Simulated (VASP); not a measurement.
# HfO2 (Fm-3m) in VASP: single point with r2SCAN

Aim: the single point of HfO2 with r2SCAN.

Program: VASP 6.6.1. These are calculated values, not measurements. Logs are shortened: lines on timing, memory, paths and dates and some standing lists are left out, and cuts for length are marked.

**1. The cell of the first run**

It takes space group Fm-3m (No. 225, cubic). Conventional cell: a = 5.151 Å, b = 5.151 Å, c = 5.151 Å, α = 90.00°, β = 90.00°, γ = 90.00°. Hf (site symmetry m-3m) has 8 O at 2.23 Å within 2.9 Å. Within 2.9 Å of O (site symmetry -43m) lie 4 Hf at 2.23 Å and 6 O at 2.58 Å.

**2. Single point, r2SCAN, non-collinear spin, zero start, spin-orbit coupling**

Input file POSCAR:

```
HfO2
1.0
    0.0000000000      2.5756740000      2.5756740000
    2.5756740000      0.0000000000      2.5756740000
    2.5756740000      2.5756740000      0.0000000000
Hf O
1 2
Direct
    0.0000000000      0.0000000000      0.0000000000
    0.2500000000      0.2500000000      0.2500000000
    0.7500000000      0.7500000000      0.7500000000
```

Input file INCAR.step1:

```
SYSTEM = HfO2
PREC = Accurate
ENCUT = 520
ISMEAR = -1
SIGMA = 0.0403
LREAL = .FALSE.
LASPH = .TRUE.
NELM = 150
MAGMOM = 0 0 0 0 0 0 0 0 0
LSORBIT = .TRUE.
GGA_COMPAT = .FALSE.
LMAXMIX = 4
NBANDS = 35
GGA = PE
ALGO = Normal
EDIFF = 1E-4
LWAVE = .TRUE.
LCHARG = .FALSE.
```

Input file INCAR.step2:

```
SYSTEM = HfO2
PREC = Accurate
ENCUT = 520
EDIFF = 1E-6
ISMEAR = -1
SIGMA = 0.0403
LREAL = .FALSE.
LASPH = .TRUE.
NELM = 150
ALGO = Normal
ISIF = 2
LWAVE = .FALSE.
LCHARG = .FALSE.
MAGMOM = 0 0 0 0 0 0 0 0 0
LORBIT = 11
LSORBIT = .TRUE.
GGA_COMPAT = .FALSE.
LORBMOM = .TRUE.
LMAXMIX = 4
METAGGA = R2SCAN
LMIXTAU = .TRUE.
NBANDS = 35
ISTART = 1
```

Input file KPOINTS:

```
regular mesh
0
G
  9 9 9
  0 0 0
```

Potentials or basis: VASP PAW PBE potentials, release 64 (Hf_pv, O).

On the command line:

```
$ cat potpaw_PBE.64/Hf_pv/POTCAR potpaw_PBE.64/O/POTCAR > POTCAR
$ cp INCAR.step1 INCAR
$ mpirun -np 1 vasp_ncl > vasp.out
$ cp INCAR.step2 INCAR
$ mpirun -np 1 vasp_ncl > vasp.out
```

OUTCAR:

```text
SYSTEM = HfO2
   PREC = Accurate
   ENCUT = 520
   EDIFF = 1E-6
   ISMEAR = -1
   LREAL = .FALSE.
   LASPH = .TRUE.
   NELM = 150
   ISIF = 2
   LORBIT = 11
   LSORBIT = .TRUE.
   METAGGA = R2SCAN
   ISTART = 1

 ion  position               nearest neighbor table
   1  0.000  0.000  0.000-   2 2.23   3 2.23   3 2.23   3 2.23   3 2.23   2 2.23   2 2.23   2 2.23

   2  0.250  0.250  0.250-   1 2.23   1 2.23   1 2.23   1 2.23
   3  0.750  0.750  0.750-   1 2.23   1 2.23   1 2.23   1 2.23

  LATTYP: Found a face centered cubic cell.
 ALAT       =     5.1513480000

  Lattice vectors:

 A1 = (   0.0000000000,   2.5756740000,   2.5756740000)
 A2 = (   2.5756740000,   0.0000000000,   2.5756740000)
 A3 = (   2.5756740000,   2.5756740000,   0.0000000000)

Analysis of symmetry for initial positions (statically):
=====================================================================
 Subroutine PRICEL returns:
 Original cell was already a primitive cell.

 Routine SETGRP: Setting up the symmetry group for a
 face centered cubic supercell.

 Subroutine GETGRP returns: Found 48 space group operations
 (whereof 48 operations were pure point group operations)
 out of a pool of 48 trial point group operations.

The static configuration has the point symmetry O_h .

Analysis of symmetry for dynamics (positions and initial velocities):
=====================================================================
 Subroutine PRICEL returns:
 Original cell was already a primitive cell.

 Routine SETGRP: Setting up the symmetry group for a
 face centered cubic supercell.

 Subroutine GETGRP returns: Found 48 space group operations
 (whereof 48 operations were pure point group operations)
 out of a pool of 48 trial point group operations.

The dynamic configuration has the point symmetry O_h .

Analysis of structural, dynamic, and magnetic symmetry:
=====================================================================
 Subroutine PRICEL returns:
 Original cell was already a primitive cell.

 Routine SETGRP: Setting up the symmetry group for a
 face centered cubic supercell.

 Subroutine GETGRP returns: Found 48 space group operations
 (whereof 48 operations were pure point group operations)
 out of a pool of 48 trial point group operations.

The overall configuration has the point symmetry O_h .

 Subroutine INISYM returns: Found 48 space group operations
 (whereof 48 operations are pure point group operations),
 and found     1 'primitive' translations

----------------------------------------------------------------------------------------

                                     Primitive cell

  volume of cell :      34.1745

  direct lattice vectors                    reciprocal lattice vectors
     0.000000000  2.575674000  2.575674000    -0.194123946  0.194123946  0.194123946
     2.575674000  0.000000000  2.575674000     0.194123946 -0.194123946  0.194123946
     2.575674000  2.575674000  0.000000000     0.194123946  0.194123946 -0.194123946

  length of vectors
     3.642553103  3.642553103  3.642553103     0.336232537  0.336232537  0.336232537

  position of ions in fractional coordinates (direct lattice)
     0.000000000  0.000000000  0.000000000
     0.250000000  0.250000000  0.250000000
     0.750000000  0.750000000  0.750000000

  ion indices of the primitive-cell ions
   primitive index   ion index
                 1           1
                 2           2
                 3           3

----------------------------------------------------------------------------------------

 KPOINTS: regular mesh

Automatic generation of k-mesh.
 Grid dimensions read from file:
 generate k-points for:    9    9    9

 Generating k-lattice:

  Cartesian coordinates                     Fractional coordinates (reciprocal lattice)
    -0.021569327  0.021569327  0.021569327     0.111111111  0.000000000  0.000000000
     0.021569327 -0.021569327  0.021569327     0.000000000  0.111111111  0.000000000
[... 97 lines left out ...]

 number of electron      21.9999995 magnetization       0.0000000      0.0000000     -0.0000000

 Free energy of the ion-electron system (eV)
  ---------------------------------------------------
  ext. energy  EPLUGINS =         0.00000000
  ---------------------------------------------------
  free energy    TOTEN  =       -69.03100220 eV

  energy without entropy =      -69.03100220  energy(sigma->0) =      -69.03100220

 E-fermi :   4.3367     XC(G=0): -12.3058

 val. band max:        3.4591596976   @ k =  -0.4444   0.4444   0.0000
 cond. band min:       7.6949144181   @ k =   0.4444   0.4444   0.0000
 fundamental gap:      4.2357547205
 Fermi energy:         4.3367211512

 k-point     1 :       0.0000    0.0000    0.0000
  band No.  band energies     occupation
      1     -32.2575      1.00000
      2     -32.2575      1.00000
      3     -25.1431      1.00000
      4     -25.1431      1.00000
      5     -25.1431      1.00000
      6     -25.1431      1.00000
[... 877 lines left out ...]
     33      15.7593      0.00000
     34      15.7774      0.00000

 [... further k-points ...]

 [bands above 34 left out]

------------------------ aborting loop because EDIFF is reached ----------------------------------------

  FORCE on cell =-STRESS in cart. coord.  units (eV):
  Direction    XX          YY          ZZ          XY          YZ          ZX
  --------------------------------------------------------------------------------------
  -------------------------------------------------------------------------------------
  Total       -3.5042744     -3.5042744     -3.5042744      0.0000000      0.0000000      0.0000000
  in kB     -164.2880635   -164.2880635   -164.2880635      0.0000000      0.0000000      0.0000000
  external PRESSURE =    -164.2880635 kB  Pullay stress =       0.0000000 kB

 VOLUME and BASIS-vectors are now :
 -----------------------------------------------------------------------------
  energy-cutoff  :      520.00
  volume of cell :       34.17
      direct lattice vectors                 reciprocal lattice vectors
     0.000000000  2.575674000  2.575674000    -0.194123946  0.194123946  0.194123946
     2.575674000  0.000000000  2.575674000     0.194123946 -0.194123946  0.194123946
     2.575674000  2.575674000  0.000000000     0.194123946  0.194123946 -0.194123946

 POSITION                                       TOTAL-FORCE (eV/Angst)
 -----------------------------------------------------------------------------------
      0.00000      0.00000      0.00000         0.000000     -0.000000     -0.000000
      1.28784      1.28784      1.28784        -0.000000     -0.000000     -0.000000
      3.86351      3.86351      3.86351         0.000000      0.000000      0.000000
 -----------------------------------------------------------------------------------
    total drift:                                0.000000      0.000000      0.000000

  FREE ENERGIE OF THE ION-ELECTRON SYSTEM (eV)
  ---------------------------------------------------
  free  energy   TOTEN  =       -69.0310021968 eV

  energy  without entropy=      -69.0310021968  energy(sigma->0) =      -69.03100220

 orbital moment (x)

 # of ion     p       d       tot
 ----------------------------------------
  1         0.000  -0.000  -0.000
  2        -0.000   0.000  -0.000
  3        -0.000   0.000  -0.000
 ----------------------------------------
           -0.000  -0.000  -0.000

 orbital moment (y)

 # of ion     p       d       tot
 ----------------------------------------
  1        -0.000  -0.000  -0.000
  2         0.000   0.000   0.000
  3        -0.000   0.000  -0.000
 ----------------------------------------
            0.000  -0.000   0.000

 orbital moment (z)

 # of ion     p       d       tot
 ----------------------------------------
  1         0.000   0.000   0.000
  2        -0.000   0.000  -0.000
  3         0.000   0.000   0.000
 ----------------------------------------
           -0.000   0.000  -0.000

 Spin-Orbit-Coupling matrix elements

 Ion:    1  E_soc:     -1.1903985
 l=   1
     0.0000000    -0.1948742    -0.1948742
    -0.1948742     0.0000000    -0.1948742
    -0.1948742    -0.1948742     0.0000000
 l=   2
     0.0000000    -0.0008807     0.0000000    -0.0008807    -0.0026448
    -0.0008807     0.0000000    -0.0019836    -0.0008807    -0.0006612
     0.0000000    -0.0019836     0.0000000    -0.0019836     0.0000000
    -0.0008807    -0.0008807    -0.0019836     0.0000000    -0.0006612
    -0.0026448    -0.0006612     0.0000000    -0.0006612     0.0000000
 l=   3
     0.0000000     0.0000000     0.0000000     0.0000000     0.0000000     0.0000000     0.0000000
     0.0000000     0.0000000     0.0000000     0.0000000     0.0000000     0.0000000     0.0000000
     0.0000000     0.0000000     0.0000000     0.0000000     0.0000000     0.0000000     0.0000000
     0.0000000     0.0000000     0.0000000     0.0000000     0.0000000     0.0000000     0.0000000
[... 29 lines left out ...]
 l=   2
     0.0000000     0.0000000     0.0000000     0.0000000     0.0000000
     0.0000000     0.0000000     0.0000000     0.0000000     0.0000000
     0.0000000     0.0000000     0.0000000     0.0000000     0.0000000
     0.0000000     0.0000000     0.0000000     0.0000000     0.0000000
     0.0000000     0.0000000     0.0000000     0.0000000     0.0000000
 l=   3
     0.0000000     0.0000000     0.0000000     0.0000000     0.0000000     0.0000000     0.0000000
     0.0000000     0.0000000     0.0000000     0.0000000     0.0000000     0.0000000     0.0000000
     0.0000000     0.0000000     0.0000000     0.0000000     0.0000000     0.0000000     0.0000000
     0.0000000     0.0000000     0.0000000     0.0000000     0.0000000     0.0000000     0.0000000
     0.0000000     0.0000000     0.0000000     0.0000000     0.0000000     0.0000000     0.0000000
     0.0000000     0.0000000     0.0000000     0.0000000     0.0000000     0.0000000     0.0000000
     0.0000000     0.0000000     0.0000000     0.0000000     0.0000000     0.0000000     0.0000000

 total charge

# of ion       s       p       d       tot
------------------------------------------
    1        0.283   6.558   1.249   8.090
    2        1.564   3.550   0.000   5.114
    3        1.564   3.550   0.000   5.114
--------------------------------------------------
tot          3.411  13.659   1.249  18.319

 magnetization (x)

# of ion       s       p       d       tot
------------------------------------------
    1        0.000  -0.000  -0.000  -0.000
    2       -0.000  -0.000   0.000  -0.000
    3       -0.000  -0.000   0.000  -0.000
--------------------------------------------------
tot         -0.000  -0.000  -0.000  -0.000

 magnetization (y)

# of ion       s       p       d       tot
------------------------------------------
    1        0.000  -0.000   0.000   0.000
    2        0.000   0.000   0.000   0.000
    3        0.000   0.000   0.000   0.000
--------------------------------------------------
tot          0.000  -0.000   0.000   0.000

 magnetization (z)

# of ion       s       p       d       tot
------------------------------------------
    1        0.000  -0.000  -0.000   0.000
    2       -0.000  -0.000   0.000  -0.000
    3       -0.000  -0.000   0.000  -0.000
--------------------------------------------------
tot         -0.000  -0.000  -0.000  -0.000
```

It used 920 s of CPU time on 1 thread of AMD EPYC 7R13 Processor (Zen 3), with other jobs on the host.

Results:

```
Free energy                                           : -69.0310 eV
Pressure                                              : -16.4 GPa
Net moment                                            : 0.00 μB per cell
Valence electrons inside the program's atomic spheres : Hf 8.09; O 5.11
```

Moments on the atoms (μB; x, y, z):
```
Hf  0.00 0.00 0.00
O   0.00 0.00 0.00
O   0.00 0.00 0.00
```

Caveat: the PAW data sets were made with another functional, which shifts forces and pressure a little.
